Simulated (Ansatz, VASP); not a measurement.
# Zr3Ag: VASP beside Ansatz

```
CELL_PARAMETERS angstrom
4.47279 0.00000 0.00000
0.00000 4.47279 0.00000
0.00000 0.00000 3.90463
ATOMIC_POSITIONS crystal
Zr 0.50000 0.50000 0.00000
Zr 0.00000 0.50000 0.50000
Zr 0.50000 0.00000 0.50000
Ag 0.00000 0.00000 0.00000
```

Change from the starting cell: volume scaled by 0.94, crystal datasets.

Alike in both runs: task electric field gradients; functional LDA; k mesh 7 × 7 × 8; occupations fermi-dirac, width 0.05 eV; no spin polarisation.

|  | VASP | Ansatz |
| --- | --- | --- |
| version | VASP 6.6.1 | Ansatz 0.2.0 |
| potentials or method | VASP PAW LDA potentials, release 64 (Zr_sv, Ag), cutoff 520 eV | all-electron PAW with datasets made for the crystal, scalar-relativistic |

```tsv
	VASP	Ansatz	Ansatz less VASP
pressure (GPa)	1.8	1.7	-0.15
traceless stress, the component that is largest in VASP (GPa)	1.62	1.64	+0.022
size of Vzz on the site where it differs most (V/Å²)	59.1	52.2	-6.91
```

LDA's correlation is that of Perdew and Zunger in VASP and of Perdew and Wang (1992) in Ansatz. Ansatz ran all-electron here, and VASP with PAW potentials.
